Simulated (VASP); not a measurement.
Write the native input for VASP 6.6.1 that does the following.

```
Task                   : single point
Functional             : PBEsol
Potentials or basis    : VASP PAW PBE potentials, release 64 (Ba_sv, Te)
Cutoff                 : 520 eV
k mesh                 : 7 × 7 × 7
Occupations            : fermi-dirac, width 0.05 eV
Spin                   : no spin polarisation
Dipole correction      : no
Further INCAR settings : ALGO = Normal; EDIFF = 1e-06; NBANDS = 15
```

The structure of BaTe lies in POSCAR:

```
BaTe
1.0
    0.0000000000      3.4548735670      3.4548735670
    3.4548735670      0.0000000000      3.4548735670
    3.4548735670      3.4548735670      0.0000000000
Ba Te
1 1
Direct
    0.0000000000      0.0000000000      0.0000000000
    0.5000000000      0.5000000000      0.5000000000
```

This cell differs from its parent crystal: volume scaled by 1.04.

One way to write it, as run:

INCAR

```
SYSTEM = BaTe
PREC     = Accurate       ! precision mode
ENCUT    = 520            ! plane-wave cutoff, eV
EDIFF    = 1E-6           ! SCF threshold, eV
ISMEAR   = -1             ! smearing method
SIGMA    = 0.05           ! smearing width, eV
LREAL    = .FALSE.        ! projectors in reciprocal space
LASPH    = .TRUE.         ! aspherical terms in the spheres
NELM     = 60             ! most SCF steps
ALGO     = Normal         ! electronic algorithm
ISIF     = 2              ! what is computed and relaxed
LWAVE    = .FALSE.        ! write WAVECAR
LCHARG   = .FALSE.        ! write CHGCAR
GGA      = PS             ! functional
NBANDS   = 15             ! bands
```

KPOINTS

```
Automatic mesh
0
G
  7 7 7
  0 0 0
```

Potentials or basis: VASP PAW PBE potentials, release 64 (Ba_sv, Te).

Command:

```sh
$ cat potpaw_PBE.64/Ba_sv/POTCAR potpaw_PBE.64/Te/POTCAR > POTCAR
$ mpirun -np 1 vasp_std > vasp.out
```

Results of the run:

| Item | Value |
| --- | --- |
| Pressure | 0.9 GPa |
| Band gap on the k mesh | 1.39 eV, indirect (least direct gap 1.78 eV) |

Caveat: the PAW data sets were made with another functional, which shifts forces and pressure a little; spin-orbit coupling is left out, which moves the levels of the heavy elements.

Wall time 46 s on 1 thread of Intel Xeon 8259CL (shared host), peak memory 0.22 GiB.
